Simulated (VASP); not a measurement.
HfB2:

```
Hf B
1.0
     3.14000    0.00000    0.00000
    -1.57000    2.71932    0.00000
     0.00000    0.00000    3.48000
Hf B
1 2
Direct
  0.00000 0.00000 0.00000
  0.66667 0.33333 0.50000
  0.33333 0.66667 0.50000
```

- Program: VASP 6.6.1
- Task: relaxation of cell and atoms
- Functional: PBE
- Potentials or basis: VASP PAW PBE potentials, release 64 (Hf_pv, B)
- Cutoff: 600 eV
- k mesh: 10 × 10 × 8
- Occupations: fermi-dirac, width 0.05 eV
- Spin: no spin polarisation
- Hubbard terms: Hf d U = 5.0 eV

At the start: pressure 15.8 GPa; volume 9.90 Å³/atom.

Task: How do energy, volume and symmetry change on relaxing?

Result: Over 9 steps the energy falls by 32.1 meV/atom and the volume is 10.54 Å³/atom (+6.4 %); space group P6/mmm (No. 191, to 0.1 Å) before and after.

Step by step:
```
step  energy change (eV)  largest force (eV/Å)  pressure (GPa)  volume (Å³)
   1              0.0000                0.0000           15.85        29.71
   2              0.0318                0.0000          -15.27        34.13
   3             -0.0925                0.0000           -0.54        31.66
   4             -0.0925                0.0000           -0.24        31.62
   5             -0.0962                0.0000            0.11        31.61
   6             -0.0962                0.0000            0.16        31.61
   7             -0.0962                0.0000            0.15        31.61
   8             -0.0962                0.0000           -0.15        31.65
   9             -0.0962                0.0000            0.00        31.63
```

Final structure:
```yaml
crystal:
  lattice:
    - [3.18455, 0.00000, 0.00000]
    - [-1.59227, 2.75790, 0.00000]
    - [0.00000, 0.00000, 3.60118]
  atoms:
    - { symbol: Hf, position: [0.00000, 0.00000, 0.00000] }
    - { symbol: B, position: [0.66667, 0.33333, 0.50000] }
    - { symbol: B, position: [0.33333, 0.66667, 0.50000] }
```

Caveat: U without spin polarisation on a metal has little footing; the U is typed as a test and isn't derived for this compound.
